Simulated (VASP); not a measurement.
Wanted: the native input for a VASP 6.6.1 run.

| Quantity | Value |
| --- | --- |
| Task | single point |
| Functional | LDA |
| Potentials or basis | VASP PAW LDA potentials, release 64 (Be) |
| Cutoff | 520 eV |
| k mesh | 16 × 16 × 9 |
| Occupations | fermi-dirac, width 0.03 eV |
| Spin | no spin polarisation |
| Dipole correction | no |
| Further INCAR settings | ALGO = Normal; EDIFF = 1e-06; NBANDS = 9 |

The structure of Be lies in POSCAR:

```
Be
1.0
    2.2295160349      0.0000000000      0.0000000000
   -1.1147580175      1.9308175243      0.0000000000
    0.0000000000      0.0000000000      3.5083258361
Be
2
Direct
    0.3333333333      0.6666666667      0.2500000000
    0.6666666667      0.3333333333      0.7500000000
```

The input as run:

INCAR

```
PREC = Accurate ; ENCUT = 520
EDIFF = 1E-6 ; ISMEAR = -1
SIGMA = 0.03 ; LREAL = False
LASPH = True ; NELM = 100
ALGO = Normal ; ISIF = 2
LWAVE = False ; LCHARG = True
LELF = True ; LVHAR = True
NBANDS = 9
```

KPOINTS

```
Automatic mesh
0
Gamma
  16 16 9
```

Potentials or basis: VASP PAW LDA potentials, release 64 (Be).

Run with:

```sh
$ cat potpaw_LDA.64/Be/POTCAR > POTCAR
$ mpirun -np 1 vasp_std > vasp.out
```

Results of the run:

| Quantity | Value |
| --- | --- |
| Pressure | 0.4 GPa |
| Band gap on the k mesh | zero (band 2 reaches 8.05 eV, above the bottom of band 3 at 6.47 eV) |

It took 17 s on 1 thread of Intel(R) Xeon(R) Platinum 8259CL CPU @ 2.50GHz (Skylake/Cascade Lake), on a shared host, peak memory 0.12 GiB.
